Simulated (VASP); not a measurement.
# NiS (P6_3/mmc) in VASP: single point with LDA+U

Aim: the single point of NiS with LDA+U.

All numbers are computed with VASP 6.6.1; they aren't measurements. Logs are shortened: lines on timing, memory, paths and dates and some standing lists are left out, and cuts for length are marked.

### Step 1. The cell of the first run

The structure is hexagonal, space group P6_3/mmc (No. 194). The conventional cell has a = 3.420 Å, b = 3.420 Å, c = 5.300 Å, α = 90.00°, β = 90.00°, γ = 120.00°. Ni (site symmetry -3m) has 6 S at 2.38 Å and 2 Ni at 2.65 Å within 3.1 Å. S (site symmetry -6m2) has 6 Ni at 2.38 Å within 3.1 Å.

### Step 2. Single point, LDA+U

INCAR reads:

```
ALGO = Normal
EDIFF = 1E-6
ENCUT = 590
GGA_COMPAT = F
ISIF = 2
ISMEAR = 0
LASPH = T
LCHARG = F
LDAU = T
LDAUJ = 0 0
LDAUL = 2 -1
LDAUPRINT = 1
LDAUTYPE = 2
LDAUU = 6.2 0
LMAXMIX = 4
LREAL = F
LWAVE = F
NBANDS = 32
NELM = 200
PREC = Accurate
SIGMA = 0.03
```

KPOINTS reads:

```
k-points
0
Gamma
  8 8 5
```

POSCAR reads:

```
NiS
1.0
    3.4200013500      0.0000000000      0.0000000000
   -1.7100006800      2.9618080500      0.0000000000
    0.0000000000      0.0000000000      5.3000000000
Ni S
2 2
Direct
    0.0000000000      0.0000000000      0.0000000000
    0.0000000000      0.0000000000      0.5000000000
    0.3333333300      0.6666666700      0.2500000000
    0.6666666700      0.3333333300      0.7500000000
```

Potentials or basis: VASP PAW LDA potentials, release 64 (Ni_sv_GW, S).

Command:

```sh
$ cat potpaw_LDA.64/Ni_sv_GW/POTCAR potpaw_LDA.64/S/POTCAR > POTCAR
$ mpirun -np 1 vasp_std > vasp.out
```

OUTCAR:

```text
EDIFF = 1E-6
   ENCUT = 590
   ISIF = 2
   ISMEAR = 0
   LASPH = T
   LREAL = F
   NELM = 200
   PREC = Accurate

 ion  position               nearest neighbor table
   1  0.000  0.000  0.000-   3 2.38   4 2.38   4 2.38   3 2.38   4 2.38   3 2.38   2 2.65   2 2.65

   2  0.000  0.000  0.500-   3 2.38   4 2.38   4 2.38   3 2.38   4 2.38   3 2.38   1 2.65   1 2.65

   3  0.333  0.667  0.250-   1 2.38   2 2.38   1 2.38   2 2.38   1 2.38   2 2.38
   4  0.667  0.333  0.750-   1 2.38   2 2.38   1 2.38   2 2.38   1 2.38   2 2.38

  LATTYP: Found a hexagonal cell.
 ALAT       =     3.4200013500
 C/A-ratio  =     1.5497069906

  Lattice vectors:

 A1 = (   3.4200013500,   0.0000000000,   0.0000000000)
 A2 = (  -1.7100006800,   2.9618080500,   0.0000000000)
 A3 = (   0.0000000000,   0.0000000000,   5.3000000000)

Analysis of symmetry for initial positions (statically):
=====================================================================
 Subroutine PRICEL returns:
 Original cell was already a primitive cell.

 Routine SETGRP: Setting up the symmetry group for a
 hexagonal supercell.

 Subroutine GETGRP returns: Found 24 space group operations
 (whereof 12 operations were pure point group operations)
 out of a pool of 24 trial point group operations.

The static configuration has the point symmetry D_3d.
 The point group associated with its full space group is D_6h.

Analysis of symmetry for dynamics (positions and initial velocities):
=====================================================================
 Subroutine PRICEL returns:
 Original cell was already a primitive cell.

 Routine SETGRP: Setting up the symmetry group for a
 hexagonal supercell.

 Subroutine GETGRP returns: Found 24 space group operations
 (whereof 12 operations were pure point group operations)
 out of a pool of 24 trial point group operations.

The dynamic configuration has the point symmetry D_3d.
 The point group associated with its full space group is D_6h.

 Subroutine INISYM returns: Found 24 space group operations
 (whereof 12 operations are pure point group operations),
 and found     1 'primitive' translations

----------------------------------------------------------------------------------------

                                     Primitive cell

  volume of cell :      53.6858

  direct lattice vectors                    reciprocal lattice vectors
     3.420001350  0.000000000  0.000000000     0.292397545  0.168815802  0.000000000
    -1.710000680  2.961808050  0.000000000     0.000000000  0.337631603  0.000000000
     0.000000000  0.000000000  5.300000000     0.000000000  0.000000000  0.188679245

  length of vectors
     3.420001350  3.420001352  5.300000000     0.337631603  0.337631603  0.188679245

  position of ions in fractional coordinates (direct lattice)
     0.000000000  0.000000000  0.000000000
     0.000000000  0.000000000  0.500000000
     0.333333330  0.666666670  0.250000000
     0.666666670  0.333333330  0.750000000

  ion indices of the primitive-cell ions
   primitive index   ion index
                 1           1
                 2           2
                 3           3
                 4           4

----------------------------------------------------------------------------------------

 KPOINTS: k-points

Automatic generation of k-mesh.
 Grid dimensions read from file:
 generate k-points for:    8    8    5

 Generating k-lattice:

  Cartesian coordinates                     Fractional coordinates (reciprocal lattice)
     0.036549693  0.021101975  0.000000000     0.125000000  0.000000000  0.000000000
     0.000000000  0.042203950  0.000000000     0.000000000  0.125000000  0.000000000
     0.000000000  0.000000000  0.037735849     0.000000000  0.000000000  0.200000000

  Length of vectors
     0.042203950  0.042203950  0.037735849

  Shift w.r.t. Gamma in fractional coordinates (k-lattice)
     0.000000000  0.000000000  0.000000000
[... 45 lines left out ...]
   ISPIN  =      1    spin polarized calculation?
   LNONCOLLINEAR =      F non collinear calculations
   LSORBIT =      F    spin-orbit coupling
   LASPH  =      T    aspherical Exc in radial PAW
   ENCUT  =  590.0 eV  43.36 Ry    6.59 a.u.   6.77  6.77 10.50*2*pi/ulx,y,z
   NELM   =    200;   NELMIN=  2; NELMDL= -5     # of ELM steps
   EDIFF  = 0.1E-05   stopping-criterion for ELM
   LREAL  =      F    real-space projection
   EDIFFG = 0.1E-04   stopping-criterion for IOM
   NSW    =      0    number of steps for IOM
   IBRION =     -1    ionic relax: 0-MD 1-quasi-New 2-CG
   NFREE  =      0    steps in history (QN), initial steepest desc. (CG)
   ISIF   =      2    stress and relaxation
   ISYM   =      2    0-nonsym 1-usesym 2-fastsym
   POTIM  = 0.5000    time-step for ionic-motion
   TEBEG  =    0.0;   TEEND  =   0.0 temperature during run
   PSTRESS=    0.0 pullay stress
   NELECT =      48.0000    total number of electrons
   NUPDOWN=      -1.0000    fix difference up-down
   EMIN   =  10.00;   EMAX   =-10.00  energy-range for DOS
   EFERMI =   0.00;   METHOD = LEGACY
   ISMEAR =     0;   SIGMA  =   0.03  broadening in eV -4-tet -1-fermi 0-gaus
   EFERMI_NEDOS =   21; number of points for ismear=-14 and -15
   IALGO  =     38    algorithm
   IMIX   =      4    mixing-type and parameters
     AMIX     =   0.40;   BMIX     =  1.00
     AMIX_MAG =   1.60;   BMIX_MAG =  1.00
  volume/ion in A,a.u.               =      13.42        90.57
  Fermi-wavevector in a.u.,A,eV,Ry     =   1.577135  2.980353 33.842520  2.487355
  Thomas-Fermi vector in A             =   2.677863
   LORBIT       =      0    0 simple, 1 ext, 2 COOP (PROOUT), +10 PAW based schemes
 LDA+U is selected, type is set to LDAUTYPE =  2
   angular momentum for each species LDAUL =     2   -1
   U (eV)           for each species LDAUU =   6.2  0.0
   J (eV)           for each species LDAUJ =   0.0  0.0
   GGA     = CA    functional components
   LHFCALC =     F    Hartree Fock is set to
   AEXX    =    0.0000 exact exchange contribution
   IVDW    =     0    specifies the selected vdW correction
   LEPSILON=     F    determine dielectric tensor
   LRPA    =     F    only Hartree local field effects (RPA)
 non-spin polarized calculation
 Gauss-broadening in eV      SIGMA  =   0.03
  energy-cutoff  :      590.00
  volume of cell :       53.69
 maximum number of plane-waves:      1773
 NGX is ok and might be reduce to    28
   NGX = 13   NGY = 13   NGZ = 21

atom =   1  type =  1  l = 2

 onsite density matrix

spin component  1

  0.8181  0.0000  0.0000  0.0966 -0.0000
  0.0000  0.7511 -0.0000 -0.0000  0.0966
  0.0000 -0.0000  0.8857  0.0000 -0.0000
  0.0966 -0.0000  0.0000  0.7511 -0.0000
 -0.0000  0.0966 -0.0000 -0.0000  0.8181

spin component  2

  0.8181  0.0000  0.0000  0.0966 -0.0000
  0.0000  0.7511 -0.0000 -0.0000  0.0966
  0.0000 -0.0000  0.8857  0.0000 -0.0000
  0.0966 -0.0000  0.0000  0.7511 -0.0000
 -0.0000  0.0966 -0.0000 -0.0000  0.8181

 occupancies and eigenvectors

  o =  0.6824  v = -0.4069  0.5805  0.0000  0.5716 -0.4132  0.0000  0.0000  0.0000  0.0000  0.0000      0.0000  0.0000  0.0000  0.0000  0.0000  0.0000  0.0000  0.0000  0.0000  0.0000
  o =  0.6824  v =  0.0000  0.0000  0.0000  0.0000  0.0000 -0.4069  0.5805  0.0000  0.5716 -0.4132      0.0000  0.0000  0.0000  0.0000  0.0000  0.0000  0.0000  0.0000  0.0000  0.0000
  o =  0.6824  v =  0.4132  0.5716 -0.0000 -0.5805 -0.4069  0.0000  0.0000  0.0000  0.0000  0.0000      0.0000  0.0000  0.0000  0.0000  0.0000  0.0000  0.0000  0.0000  0.0000  0.0000
  o =  0.6824  v =  0.0000  0.0000  0.0000  0.0000  0.0000  0.4132  0.5716 -0.0000 -0.5805 -0.4069      0.0000  0.0000  0.0000  0.0000  0.0000  0.0000  0.0000  0.0000  0.0000  0.0000
  o =  0.8857  v =  0.0000 -0.0000 -1.0000  0.0000 -0.0000  0.0000  0.0000  0.0000  0.0000  0.0000      0.0000  0.0000  0.0000  0.0000  0.0000  0.0000  0.0000  0.0000  0.0000  0.0000
  o =  0.8857  v =  0.0000  0.0000  0.0000  0.0000  0.0000  0.0000 -0.0000 -1.0000  0.0000 -0.0000      0.0000  0.0000  0.0000  0.0000  0.0000  0.0000  0.0000  0.0000  0.0000  0.0000
  o =  0.8869  v =  0.0000  0.0000  0.0000  0.0000  0.0000 -0.5716 -0.4132 -0.0000 -0.4069 -0.5805      0.0000  0.0000  0.0000  0.0000  0.0000  0.0000  0.0000  0.0000  0.0000  0.0000
  o =  0.8869  v = -0.5716 -0.4132 -0.0000 -0.4069 -0.5805  0.0000  0.0000  0.0000  0.0000  0.0000      0.0000  0.0000  0.0000  0.0000  0.0000  0.0000  0.0000  0.0000  0.0000  0.0000
  o =  0.8869  v = -0.5805  0.4069 -0.0000 -0.4132  0.5716  0.0000  0.0000  0.0000  0.0000  0.0000      0.0000  0.0000  0.0000  0.0000  0.0000  0.0000  0.0000  0.0000  0.0000  0.0000
  o =  0.8869  v =  0.0000  0.0000  0.0000  0.0000  0.0000 -0.5805  0.4069 -0.0000 -0.4132  0.5716      0.0000  0.0000  0.0000  0.0000  0.0000  0.0000  0.0000  0.0000  0.0000  0.0000

atom =   2  type =  1  l = 2

 onsite density matrix

spin component  1

  0.8181 -0.0000  0.0000 -0.0966 -0.0000
 -0.0000  0.7511  0.0000 -0.0000 -0.0966
  0.0000  0.0000  0.8857 -0.0000 -0.0000
 -0.0966 -0.0000 -0.0000  0.7511  0.0000
 -0.0000 -0.0966 -0.0000  0.0000  0.8181

spin component  2

  0.8181 -0.0000  0.0000 -0.0966 -0.0000
 -0.0000  0.7511  0.0000 -0.0000 -0.0966
  0.0000  0.0000  0.8857 -0.0000 -0.0000
 -0.0966 -0.0000 -0.0000  0.7511  0.0000
 -0.0000 -0.0966 -0.0000  0.0000  0.8181

 occupancies and eigenvectors

  o =  0.6824  v = -0.4069 -0.5805  0.0000 -0.5716 -0.4132  0.0000  0.0000  0.0000  0.0000  0.0000      0.0000  0.0000  0.0000  0.0000  0.0000  0.0000  0.0000  0.0000  0.0000  0.0000
  o =  0.6824  v =  0.0000  0.0000  0.0000  0.0000  0.0000 -0.4069 -0.5805  0.0000 -0.5716 -0.4132      0.0000  0.0000  0.0000  0.0000  0.0000  0.0000  0.0000  0.0000  0.0000  0.0000
  o =  0.6824  v =  0.4132 -0.5716 -0.0000  0.5805 -0.4069  0.0000  0.0000  0.0000  0.0000  0.0000      0.0000  0.0000  0.0000  0.0000  0.0000  0.0000  0.0000  0.0000  0.0000  0.0000
  o =  0.6824  v =  0.0000  0.0000  0.0000  0.0000  0.0000  0.4132 -0.5716 -0.0000  0.5805 -0.4069      0.0000  0.0000  0.0000  0.0000  0.0000  0.0000  0.0000  0.0000  0.0000  0.0000
  o =  0.8857  v =  0.0000  0.0000 -1.0000 -0.0000 -0.0000  0.0000  0.0000  0.0000  0.0000  0.0000      0.0000  0.0000  0.0000  0.0000  0.0000  0.0000  0.0000  0.0000  0.0000  0.0000
  o =  0.8857  v =  0.0000  0.0000  0.0000  0.0000  0.0000  0.0000  0.0000 -1.0000 -0.0000 -0.0000      0.0000  0.0000  0.0000  0.0000  0.0000  0.0000  0.0000  0.0000  0.0000  0.0000
  o =  0.8869  v =  0.0000  0.0000  0.0000  0.0000  0.0000 -0.5716  0.4132 -0.0000  0.4069 -0.5805      0.0000  0.0000  0.0000  0.0000  0.0000  0.0000  0.0000  0.0000  0.0000  0.0000
  o =  0.8869  v = -0.5716  0.4132 -0.0000  0.4069 -0.5805  0.0000  0.0000  0.0000  0.0000  0.0000      0.0000  0.0000  0.0000  0.0000  0.0000  0.0000  0.0000  0.0000  0.0000  0.0000
  o =  0.8869  v = -0.5805 -0.4069 -0.0000  0.4132  0.5716  0.0000  0.0000  0.0000  0.0000  0.0000      0.0000  0.0000  0.0000  0.0000  0.0000  0.0000  0.0000  0.0000  0.0000  0.0000
  o =  0.8869  v =  0.0000  0.0000  0.0000  0.0000  0.0000 -0.5805 -0.4069 -0.0000  0.4132  0.5716      0.0000  0.0000  0.0000  0.0000  0.0000  0.0000  0.0000  0.0000  0.0000  0.0000

 number of electron      48.0000035 magnetization

 Free energy of the ion-electron system (eV)
  ---------------------------------------------------
  ext. energy  EPLUGINS =         0.00000000
  ---------------------------------------------------
  free energy    TOTEN  =       -16.31720463 eV

  energy without entropy =      -16.31649124  energy(sigma->0) =      -16.31684794

 E-fermi :   7.6569     XC(G=0): -12.3412

 val. band max:        7.6415102721   @ k =   0.2500   0.2500   0.0000
 cond. band min:       7.6892057321   @ k =   0.2500   0.2500   0.2000
 fundamental gap:      0.0476954600
 Fermi energy:         7.6569402325

 k-point     1 :       0.0000    0.0000    0.0000
  band No.  band energies     occupation
      1     -93.2695      2.00000
      2     -93.2641      2.00000
      3     -54.3716      2.00000
      4     -54.3368      2.00000
      5     -54.3368      2.00000
      6     -54.3306      2.00000
[... 829 lines left out ...]
     31      16.5709      0.00000
     32      18.4076      0.00000

 [... further k-points ...]
[... 5 lines left out ...]
  --------------------------------------------------------------------------------------
  -------------------------------------------------------------------------------------
  Total       -4.0755634     -4.0755634     -4.4385304      0.0000000     -0.0000000     -0.0000000
  in kB     -121.6295727   -121.6295727   -132.4618223      0.0000002     -0.0000000     -0.0000000
  external PRESSURE =    -125.2403226 kB  Pullay stress =       0.0000000 kB

 VOLUME and BASIS-vectors are now :
 -----------------------------------------------------------------------------
  energy-cutoff  :      590.00
  volume of cell :       53.69
      direct lattice vectors                 reciprocal lattice vectors
     3.420001350  0.000000000  0.000000000     0.292397545  0.168815802  0.000000000
    -1.710000680  2.961808050  0.000000000     0.000000000  0.337631603  0.000000000
     0.000000000  0.000000000  5.300000000     0.000000000  0.000000000  0.188679245

 POSITION                                       TOTAL-FORCE (eV/Angst)
 -----------------------------------------------------------------------------------
      0.00000      0.00000      0.00000         0.000000      0.000000     -0.000000
      0.00000      0.00000      2.65000         0.000000      0.000000     -0.000000
     -0.00000      1.97454      1.32500         0.000000      0.000000      0.000000
      1.71000      0.98727      3.97500        -0.000000     -0.000000     -0.000000
 -----------------------------------------------------------------------------------
    total drift:                               -0.000000     -0.000000      0.000000

  FREE ENERGIE OF THE ION-ELECTRON SYSTEM (eV)
  ---------------------------------------------------
  free  energy   TOTEN  =       -16.3172046349 eV

  energy  without entropy=      -16.3164912360  energy(sigma->0) =      -16.31684794
```

Run time: 97 s. Hardware: 1 thread of Intel Xeon Platinum 8259CL at 2.50GHz (Skylake/Cascade Lake), shared host; peak memory 0.2 GiB.

Results:

```
Free energy            : -16.3172 eV
Pressure               : -12.5 GPa
Band gap on the k mesh : zero (bands 24 and 25 overlap by 0.65 eV)
```

Stress tensor (GPa, compression positive):
```
-12.16   0.00   0.00
  0.00 -12.16   0.00
  0.00   0.00 -13.25
```

Levels at points of the mesh, in eV from the Fermi level:
| k point | band 20 | band 21 | band 22 | band 23 | band 24 | band 25 | band 26 | band 27 | band 28 | band 29 |
| --- | --- | --- | --- | --- | --- | --- | --- | --- | --- | --- |
| (0.00, 0.00, 0.00) | -1.85 | -1.43 | -1.43 | -1.41 | -0.78 | 1.54 | 1.54 | 3.78 | 4.55 | 6.95 |
| (0.50, 0.00, 0.00) | -2.56 | -2.55 | -2.20 | -1.80 | -0.72 | 0.45 | 1.68 | 4.73 | 4.74 | 5.13 |

Eigenvalues of the final occupation matrices:
```
    site  spin  trace               eigenvalues
site 1 d     1   4.02  0.68 0.68 0.89 0.89 0.89
site 1 d     2   4.02  0.68 0.68 0.89 0.89 0.89
site 2 d     1   4.02  0.68 0.68 0.89 0.89 0.89
site 2 d     2   4.02  0.68 0.68 0.89 0.89 0.89
```

Caveat: the cell stands under tension; the run has no spin polarisation, though such a crystal can be magnetic; U without spin polarisation on a metal has little footing. Spin polarisation is off, so any magnetic state and its effect on volume and gap are missing.
